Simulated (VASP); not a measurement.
# Tl (Pm-3m) in VASP: a series of runs

The runs below take Tl through single point, with r2SCAN.

All numbers are computed with VASP 6.6.1; they aren't measurements. Logs are shortened: lines on timing, memory, paths and dates and some standing lists are left out, and cuts for length are marked.

## Step 1: The cell of the first run

It takes space group Pm-3m (No. 221, cubic). Conventional cell: a = 3.265 Å, b = 3.265 Å, c = 3.265 Å, α = 90.00°, β = 90.00°, γ = 90.00°. Within 4.3 Å of Tl (site symmetry m-3m) lie 6 Tl at 3.26 Å.

This isn't the form of Tl at room conditions, which is hcp.

## Step 2: Single point, r2SCAN (34.79 Å³/atom)

Contents of POSCAR:

```
Tl
1.0
    3.2645584604      0.0000000000      0.0000000000
    0.0000000000      3.2645584604      0.0000000000
    0.0000000000      0.0000000000      3.2645584604
Tl
1
Direct
    0.0000000000      0.0000000000      0.0000000000
```

Contents of INCAR.step1:

```
SYSTEM = Tl
  PREC = Accurate
  ENCUT = 520
  ISMEAR = -1
  SIGMA = 0.1
  LREAL = .FALSE.
  LASPH = .TRUE.
  NELM = 100
  NBANDS = 12
  GGA = PE
  ALGO = Normal
  EDIFF = 1E-4
  LWAVE = .TRUE.
  LCHARG = .FALSE.
```

Contents of INCAR.step2:

```
SYSTEM = Tl
  PREC = Accurate
  ENCUT = 520
  EDIFF = 1E-6
  ISMEAR = -1
  SIGMA = 0.1
  LREAL = .FALSE.
  LASPH = .TRUE.
  NELM = 100
  ALGO = Normal
  ISIF = 2
  LWAVE = .FALSE.
  LCHARG = .TRUE.
  METAGGA = R2SCAN
  LMIXTAU = .TRUE.
  LELF = .TRUE.
  LVHAR = .TRUE.
  NBANDS = 12
  ISTART = 1
```

Contents of KPOINTS:

```
Automatic mesh
0
G
  11 11 11
  0 0 0
```

Potentials or basis: VASP PAW PBE potentials, release 64 (Tl_d).

Command:

```sh
$ cat potpaw_PBE.64/Tl_d/POTCAR > POTCAR
$ cp INCAR.step1 INCAR
$ mpirun -np 1 vasp_std > vasp.out
$ cp INCAR.step2 INCAR
$ mpirun -np 1 vasp_std > vasp.out
```

OUTCAR:

```text
SYSTEM = Tl
   PREC = Accurate
   ENCUT = 520
   EDIFF = 1E-6
   ISMEAR = -1
   LREAL = .FALSE.
   LASPH = .TRUE.
   NELM = 100
   ISIF = 2
   METAGGA = R2SCAN
   ISTART = 1

 ion  position               nearest neighbor table
   1  0.000  0.000  0.000-

  LATTYP: Found a simple cubic cell.
 ALAT       =     3.2645584604

  Lattice vectors:

 A1 = (   3.2645584604,   0.0000000000,   0.0000000000)
 A2 = (   0.0000000000,   3.2645584604,   0.0000000000)
 A3 = (   0.0000000000,   0.0000000000,   3.2645584604)

Analysis of symmetry for initial positions (statically):
=====================================================================
 Subroutine PRICEL returns:
 Original cell was already a primitive cell.

 Routine SETGRP: Setting up the symmetry group for a
 simple cubic supercell.

 Subroutine GETGRP returns: Found 48 space group operations
 (whereof 48 operations were pure point group operations)
 out of a pool of 48 trial point group operations.

The static configuration has the point symmetry O_h .

Analysis of symmetry for dynamics (positions and initial velocities):
=====================================================================
 Subroutine PRICEL returns:
 Original cell was already a primitive cell.

 Routine SETGRP: Setting up the symmetry group for a
 simple cubic supercell.

 Subroutine GETGRP returns: Found 48 space group operations
 (whereof 48 operations were pure point group operations)
 out of a pool of 48 trial point group operations.

The dynamic configuration has the point symmetry O_h .

 Subroutine INISYM returns: Found 48 space group operations
 (whereof 48 operations are pure point group operations),
 and found     1 'primitive' translations

----------------------------------------------------------------------------------------

                                     Primitive cell

  volume of cell :      34.7915

  direct lattice vectors                    reciprocal lattice vectors
     3.264558460  0.000000000  0.000000000     0.306320139  0.000000000  0.000000000
     0.000000000  3.264558460  0.000000000     0.000000000  0.306320139  0.000000000
     0.000000000  0.000000000  3.264558460     0.000000000  0.000000000  0.306320139

  length of vectors
     3.264558460  3.264558460  3.264558460     0.306320139  0.306320139  0.306320139

  position of ions in fractional coordinates (direct lattice)
     0.000000000  0.000000000  0.000000000

[... 75 lines left out ...]
   EDIFF  = 0.1E-05   stopping-criterion for ELM
   LREAL  =      F    real-space projection
   EDIFFG = 0.1E-04   stopping-criterion for IOM
   NSW    =      0    number of steps for IOM
   IBRION =     -1    ionic relax: 0-MD 1-quasi-New 2-CG
   NFREE  =      0    steps in history (QN), initial steepest desc. (CG)
   ISIF   =      2    stress and relaxation
   ISYM   =      2    0-nonsym 1-usesym 2-fastsym
   POTIM  = 0.5000    time-step for ionic-motion
   TEBEG  =    0.0;   TEEND  =   0.0 temperature during run
   PSTRESS=    0.0 pullay stress
   NELECT =      13.0000    total number of electrons
   NUPDOWN=      -1.0000    fix difference up-down
   EMIN   =  10.00;   EMAX   =-10.00  energy-range for DOS
   EFERMI =   0.00;   METHOD = LEGACY
   ISMEAR =    -1;   SIGMA  =   0.10  broadening in eV -4-tet -1-fermi 0-gaus
   EFERMI_NEDOS =   21; number of points for ismear=-14 and -15
   IALGO  =     38    algorithm
   IMIX   =      4    mixing-type and parameters
     AMIX     =   0.40;   BMIX     =  1.00
     AMIX_MAG =   1.60;   BMIX_MAG =  1.00
  volume/ion in A,a.u.               =      34.79       234.78
  Fermi-wavevector in a.u.,A,eV,Ry     =   1.179139  2.228249 18.917101  1.390368
  Thomas-Fermi vector in A             =   2.315455
   LORBIT       =      0    0 simple, 1 ext, 2 COOP (PROOUT), +10 PAW based schemes
   METAGGA = R2SCAN    functional components
   LHFCALC =     F    Hartree Fock is set to
   AEXX    =    0.0000 exact exchange contribution
   IVDW    =     0    specifies the selected vdW correction
   LEPSILON=     F    determine dielectric tensor
   LRPA    =     F    only Hartree local field effects (RPA)
 non-spin polarized calculation
  energy-cutoff  :      520.00
  volume of cell :       34.79
 maximum number of plane-waves:       954
   NGX = 13   NGY = 13   NGZ = 13

 number of electron      12.9999993 magnetization

 Free energy of the ion-electron system (eV)
  ---------------------------------------------------
  ext. energy  EPLUGINS =         0.00000000
  ---------------------------------------------------
  free energy    TOTEN  =       -53.05852550 eV

  energy without entropy =      -53.03910289  energy(sigma->0) =      -53.04881419

 E-fermi :   4.7436     XC(G=0):  -9.7246

 val. band max:        4.6568805093   @ k =   0.4545   0.4545   0.0909
 cond. band min:       4.7505378348   @ k =   0.3636   0.2727   0.0909
 fundamental gap:      0.0936573254
 Fermi energy:         4.7436005487

 k-point     1 :       0.0000    0.0000    0.0000
  band No.  band energies     occupation
      1      -7.9121      2.00000
      2      -7.9121      2.00000
      3      -7.0362      2.00000
      4      -7.0362      2.00000
      5      -7.0362      2.00000
      6      -4.8788      2.00000
      7      11.3537      0.00000
      8      11.3537      0.00000
      9      11.3537      0.00000
     10      14.2566      0.00000
     11      15.9578      0.00000
     12      15.9578      0.00000
[... 331 lines left out ...]
 k-point    24 :       0.2727    0.0909    0.0909
  band No.  band energies     occupation
      1      -7.8058      2.00000
      2      -7.5469      2.00000
      3      -7.2095      2.00000
      4      -7.2018      2.00000
      5      -7.0641      2.00000
      6      -3.4924      2.00000
      7       5.7119      0.00012
      8      11.1308      0.00000
      9      11.3823      0.00000
     10      17.1346      0.00000
     11      17.4208      0.00000
     12      19.6829      0.00000

 [... further k-points ...]
[... 5 lines left out ...]
  --------------------------------------------------------------------------------------
  -------------------------------------------------------------------------------------
  Total       -0.3499145     -0.3499145     -0.3499145      0.0000000      0.0000000     -0.0000000
  in kB      -16.1138442    -16.1138442    -16.1138442      0.0000000      0.0000000     -0.0000000
  external PRESSURE =     -16.1138442 kB  Pullay stress =       0.0000000 kB

 VOLUME and BASIS-vectors are now :
 -----------------------------------------------------------------------------
  energy-cutoff  :      520.00
  volume of cell :       34.79
      direct lattice vectors                 reciprocal lattice vectors
     3.264558460  0.000000000  0.000000000     0.306320139  0.000000000  0.000000000
     0.000000000  3.264558460  0.000000000     0.000000000  0.306320139  0.000000000
     0.000000000  0.000000000  3.264558460     0.000000000  0.000000000  0.306320139

 POSITION                                       TOTAL-FORCE (eV/Angst)
 -----------------------------------------------------------------------------------
      0.00000      0.00000      0.00000         0.000000      0.000000      0.000000
 -----------------------------------------------------------------------------------
    total drift:                                0.000000      0.000000      0.000000

  FREE ENERGIE OF THE ION-ELECTRON SYSTEM (eV)
  ---------------------------------------------------
  free  energy   TOTEN  =       -53.0585254972 eV

  energy  without entropy=      -53.0391028909  energy(sigma->0) =      -53.04881419
```

Run time: 35 s. Hardware: 1 thread of AMD EPYC 7R13, shared host; peak memory 0.16 GiB.

Results:

* Free energy: -53.0585 eV
* Pressure: -1.6 GPa
* Band gap on the k mesh: zero (an odd number of electrons rules out a gap without spin polarisation)

Levels at points of the mesh, in eV from the Fermi level:
```csv
k point,band 2,band 3,band 4,band 5,band 6,band 7,band 8,band 9,band 10,band 11
"(0.00, 0.00, 0.00)",-12.66,-11.78,-11.78,-11.78,-9.62,6.61,6.61,6.61,9.51,11.21
```

Caveat: the PAW data sets were made with another functional, which shifts forces and pressure a little; spin-orbit coupling is left out, which moves the levels of the heavy elements.

## Step 3: Single point, r2SCAN (36.08 Å³/atom)

This run uses another cell than the first one, of 36.08 Å³/atom.

Contents of POSCAR:

```
Tl
1.0
    3.3043740730      0.0000000000      0.0000000000
    0.0000000000      3.3043740730      0.0000000000
    0.0000000000      0.0000000000      3.3043740730
Tl
1
Direct
    0.0000000000      0.0000000000      0.0000000000
```

Contents of INCAR.step1:

```
ALGO = Normal
EDIFF = 1E-4
ENCUT = 520
GGA = PE
ISMEAR = -1
LASPH = T
LCHARG = F
LREAL = F
LWAVE = T
NBANDS = 12
NELM = 60
PREC = Accurate
SIGMA = 0.1
```

Contents of INCAR.step2:

```
ALGO = Normal
EDIFF = 1E-6
ENCUT = 520
ISIF = 2
ISMEAR = -1
ISTART = 1
LASPH = T
LCHARG = F
LMIXTAU = T
LREAL = F
LWAVE = F
METAGGA = R2SCAN
NBANDS = 12
NELM = 60
PREC = Accurate
SIGMA = 0.1
```

Contents of KPOINTS:

```
k-points
0
Gamma
  11 11 11
```

Potentials or basis: VASP PAW PBE potentials, release 64 (Tl_d).

Command:

```sh
$ cat potpaw_PBE.64/Tl_d/POTCAR > POTCAR
$ cp INCAR.step1 INCAR
$ mpirun -np 1 vasp_std > vasp.out
$ cp INCAR.step2 INCAR
$ mpirun -np 1 vasp_std > vasp.out
```

It took 60 s on 1 thread of AMD EPYC 7R13, shared host; peak memory 0.17 GiB.

It converged, with:

* Free energy: -53.0436 eV
* Pressure: -2.2 GPa
* Band gap on the k mesh: zero (an odd number of electrons rules out a gap without spin polarisation)

Levels at points of the mesh, in eV from the Fermi level:
```
           k point  band 4  band 5  band 6  band 7  band 8  band 9
(0.00, 0.00, 0.00)  -11.81  -11.81   -9.44    6.42    6.42    6.42
```

Caveat: the PAW data sets were made with another functional, which shifts forces and pressure a little; spin-orbit coupling is left out, which moves the levels of the heavy elements.

The gap in the log of VASP goes by the Fermi energy; the results here count the filled bands.